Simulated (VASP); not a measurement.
## TiC: single point with PBEsol

The system is TiC.

```xyz
2
Lattice="0.0000 2.0809 2.0809 2.0809 0.0000 2.0809 2.0809 2.0809 0.0000" Properties=species:S:1:pos:R:3 pbc="T T T"
Ti    0.0000    0.0000    0.0000
C     2.0809    2.0809    2.0809
```

| Item | Value |
| --- | --- |
| Program | VASP 6.6.1 |
| Task | single point |
| Functional | PBEsol |
| Potentials or basis | VASP PAW PBE potentials, release 64 (Ti_sv, C) |
| Cutoff | 520 eV |
| k mesh | 13 × 13 × 13 |
| Occupations | gaussian, width 0.15 eV |
| Spin | no spin polarisation |
| Dipole correction | no |
| Further INCAR settings | ALGO = Normal; EDIFF = 1e-07; NBANDS = 15 |

The pressure is 30.2 GPa and the band gap on the k mesh is zero (band 8 reaches 11.46 eV, above the bottom of band 9 at 10.35 eV).

Levels at points of the mesh, in eV from the Fermi level:
```tsv
k point	band 6	band 7	band 8	band 9	band 10	band 11
(0.00, 0.00, 0.00)	0.68	0.68	0.68	1.85	1.85	1.85
```

Run time: 18 s on 1 thread of Intel(R) Xeon(R) Platinum 8375C CPU @ 2.90GHz (Ice Lake), with other jobs on the host, peak memory 0.15 GiB.

Caveat: the PAW data sets were made with another functional, which shifts forces and pressure a little.
